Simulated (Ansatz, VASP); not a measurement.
# W in VASP and in Ansatz

```
W
1.0
    -1.58234    1.58234    1.58234
     1.58234   -1.58234    1.58234
     1.58234    1.58234   -1.58234
W
1
Direct
  0.00000 0.00000 0.00000
```

Alike in both runs: task single point; functional PBE; k mesh 12 × 12 × 12; occupations gaussian, width 0.015 eV; no spin polarisation.

|  | VASP | Ansatz |
| --- | --- | --- |
| version | VASP 6.6.1 | Ansatz 0.2.0 |
| potentials or method | VASP PAW PBE potentials, release 64 (W_sv), cutoff 520 eV | all-electron LAPW, scalar-relativistic |

Ansatz gave:

```
gap on the k mesh at the Fermi level (eV) : none
pressure (GPa)                            : 6.1
```

Task: Which values does VASP return?

Result: gap on the k mesh at the Fermi level (eV): none; pressure (GPa): 6.7.

A gap of «none» marks a metal or a gap that the smearing closes. Ansatz ran all-electron here, and VASP with PAW potentials.

Spin-orbit coupling is off throughout.
